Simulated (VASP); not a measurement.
The system is CuO.

```
Cu O
1.0
     2.83633    0.00000    0.00000
    -1.41816    2.45633    0.00000
     0.00000    0.00000    2.76811
Cu O
1 1
Cartesian
  0.0000 0.0000 0.0000
  1.4182 0.8188 1.3841
```

| Property | Result |
| --- | --- |
| Program | VASP 6.6.1 |
| Task | relaxation of cell and atoms |
| Functional | LDA |
| Potentials or basis | VASP PAW LDA potentials, release 64 (Cu, O) |
| Cutoff | 600 eV |
| k mesh | 11 × 11 × 10 |
| Occupations | fermi-dirac, width 0.05 eV |
| Spin | no spin polarisation |

At the start: pressure -16.0 GPa; volume 9.64 Å³/atom.

Task: Where does the relaxation end?

Result: Over 9 steps the energy falls by 52.5 meV/atom and the volume is 8.88 Å³/atom (-7.9 %); space group P-6m2 (No. 187, to 0.1 Å) before and after.

Step by step:
| step | energy change (eV) | largest force (eV/Å) | pressure (GPa) | volume (Å³) |
| --- | --- | --- | --- | --- |
| 1 | 0.0000 | 0.0000 | -15.98 | 19.29 |
| 2 | -0.0578 | 0.0000 | 15.38 | 16.71 |
| 3 | -0.1024 | 0.0000 | 0.62 | 17.66 |
| 4 | -0.1024 | 0.0000 | 1.05 | 17.63 |
| 5 | -0.1047 | 0.0000 | 0.61 | 17.69 |
| 6 | -0.1050 | 0.0000 | 0.36 | 17.73 |
| 7 | -0.1050 | 0.0000 | 0.34 | 17.73 |
| 8 | -0.1050 | 0.0000 | -0.31 | 17.78 |
| 9 | -0.1050 | 0.0000 | 0.00 | 17.76 |

Final structure:
```yaml
crystal:
  lattice:
    - [2.79753, 0.00000, 0.00000]
    - [-1.39876, 2.42273, 0.00000]
    - [0.00000, 0.00000, 2.62040]
  atoms:
    - { symbol: Cu, position: [0.00000, 0.00000, 0.00000] }
    - { symbol: O, position: [0.66667, 0.33333, 0.50000] }
```

Caveat: an odd number of electrons without spin polarisation forces a metal; a magnetic or distorted state may lie lower.
